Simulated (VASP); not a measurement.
Set up this calculation in VASP 6.6.1, as the native input.

```
Task                   : single point
Functional             : PBE
Potentials or basis    : VASP PAW PBE potentials, release 64 (Bi_d, S)
Cutoff                 : 520 eV
k mesh                 : 3 × 3 × 4
Occupations            : gaussian, width 0.1 eV
Spin                   : no spin polarisation
Dipole correction      : no
Further INCAR settings : ALGO = Normal; EDIFF = 1e-06; NBANDS = 43
```

The structure of BiS3 lies in POSCAR:

```
BiS3
1.0
    6.4953225536      0.0000000000      0.0000000000
   -3.2476612768      5.6251143372      0.0000000000
    0.0000000000      0.0000000000      5.2134985276
Bi S
2 6
Direct
    0.3333333333      0.6666666667      0.2500000000
    0.6666666667      0.3333333333      0.7500000000
    0.8330000000      0.6660000000      0.2500000000
    0.1670000000      0.8330000000      0.7500000000
    0.3340000000      0.1670000000      0.2500000000
    0.1670000000      0.3340000000      0.7500000000
    0.8330000000      0.1670000000      0.2500000000
    0.6660000000      0.8330000000      0.7500000000
```

The input as run:

INCAR

```
PREC = Accurate
ENCUT = 520
EDIFF = 1E-6
ISMEAR = 0
SIGMA = 0.1
LREAL = F
LASPH = T
NELM = 80
ALGO = Normal
ISIF = 2
LWAVE = F
LCHARG = F
GGA = PE
NBANDS = 43
```

KPOINTS

```
Automatic mesh
0
Gamma
  3 3 4
```

Potentials or basis: VASP PAW PBE potentials, release 64 (Bi_d, S).

Command:

```sh
$ cat potpaw_PBE.64/Bi_d/POTCAR potpaw_PBE.64/S/POTCAR > POTCAR
$ mpirun -np 1 vasp_std > vasp.out
```

Results of the run:

```yaml
Pressure: -8.8 GPa
Largest_force: 0.494 eV/Å
Band_gap_on_the_k_mesh: zero (band 33 reaches 5.38 eV, above the bottom of band 34 at 4.67 eV)
```

Caveat: the k points lie up to 0.37 Å⁻¹ apart; spin-orbit coupling is left out, which moves the levels of the heavy elements.

Wall time 74 s on 1 thread of AMD EPYC 7R43 64-Core Processor (Zen 3), on a shared host, peak memory 0.26 GiB.
